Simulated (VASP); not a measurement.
Here is a VASP 6.6.1 calculation.

File INCAR:

```
  PREC = Accurate
  ENCUT = 520
  EDIFF = 1E-6
  ISMEAR = 0
  SIGMA = 0.1
  LREAL = False
  LASPH = True
  NELM = 80
  ALGO = Normal
  ISIF = 2
  LWAVE = False
  LCHARG = False
  LDIPOL = True
  IDIPOL = 3
  DIPOL = 0.5 0.5 0.500
  GGA = PE
  IBRION = 2
  NSW = 80
  EDIFFG = -0.02
  KPAR = 2
```

Contents of KPOINTS:

```
regular mesh
0
Gamma
  9 9 1
```

File POSCAR:

```
InP
1.0
    3.9175984294      0.0000000000      0.0000000000
   -1.9587992147      3.3927397617      0.0000000000
    0.0000000000      0.0000000000     26.1954700307
P In
4 4
Direct
    0.3333333333      0.6666666667      0.2863090447
    0.0000000000      0.0000000000      0.4084181620
    0.6666666667      0.3333333333      0.5305272793
    0.3333333333      0.6666666667      0.6526363966
    0.6666666667      0.3333333333      0.3473636034
    0.3333333333      0.6666666667      0.4694727207
    0.0000000000      0.0000000000      0.5915818380
    0.6666666667      0.3333333333      0.7136909553
```

Potentials or basis: VASP PAW PBE potentials, release 64 (P, In_d).

Run with:

```sh
$ cat potpaw_PBE.64/P/POTCAR potpaw_PBE.64/In_d/POTCAR > POTCAR
$ mpirun -np 2 vasp_std > vasp.out
```

(1) Estimate the band gap on the k mesh.

(2) Estimate the energy gained by relaxing.

## Answers

(1) zero (bands 36 and 37 overlap by 0.75 eV).

(2) 16.8 meV/atom.

Caveat: spin-orbit coupling is left out, which moves the levels of the heavy elements.
